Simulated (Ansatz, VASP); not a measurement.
**Al in VASP and in Ansatz**

File INCAR:

```
PREC = Accurate
ENCUT = 520
EDIFF = 1E-6
ISMEAR = 0
SIGMA = 0.15
LREAL = F
LASPH = T
NELM = 80
ALGO = Normal
ISIF = 2
LWAVE = F
LCHARG = F
GGA = PS
NBANDS = 8
```

Contents of KPOINTS:

```
Automatic mesh
0
Gamma
  20 20 20
```

File POSCAR:

```
Al
1.0
   -1.5116577555      1.5116577555      1.5514382228
    1.5116577555     -1.5116577555      1.5514382228
    1.5116577555      1.5116577555     -1.5514382228
Al
1
Direct
    0.0000000000      0.0000000000      0.0000000000
```

Input for Ansatz:

```yaml
crystal:
  lattice:
    - [-1.5116577555, 1.5116577555, 1.5514382228]
    - [1.5116577555, -1.5116577555, 1.5514382228]
    - [1.5116577555, 1.5116577555, -1.5514382228]
  atoms:
    - { symbol: Al, position: [0.0, 0.0, 0.0] }
basis:
  ecutwfc: 420
kpoints:
  mp_grid: { grid: [20, 20, 20] }
hamiltonian:
  xc: pbesol
scf:
  occupations: { method: gaussian, width: 0.15 }
output:
  forces: true
  stress: true
  eigenvalues: true
```

Change from the starting cell: strain -0.050 along x and y, -0.025 along z, atoms carried along.

Alike in both runs: task single point; functional PBEsol; k mesh 20 × 20 × 20; occupations gaussian, width 0.15 eV; no spin polarisation.

|  | VASP | Ansatz |
| --- | --- | --- |
| version | VASP 6.6.1 | Ansatz 0.2.0 |
| potentials or method | VASP PAW PBE potentials, release 64 (Al), cutoff 520 eV | scalar-relativistic, plane waves, PAW |
| valence electrons in the cell | 3 | 3 |

```csv
,VASP,Ansatz,Ansatz less VASP
gap on the k mesh at the Fermi level (eV),none,none,-
pressure (GPa),16.0,15.9,-0.12
"traceless stress, the component that is largest in VASP (GPa)",1.28,1.27,-0.006
```

VASP's potentials were made for PBE, not for PBEsol. A gap of «none» marks a metal or a gap that the smearing closes.
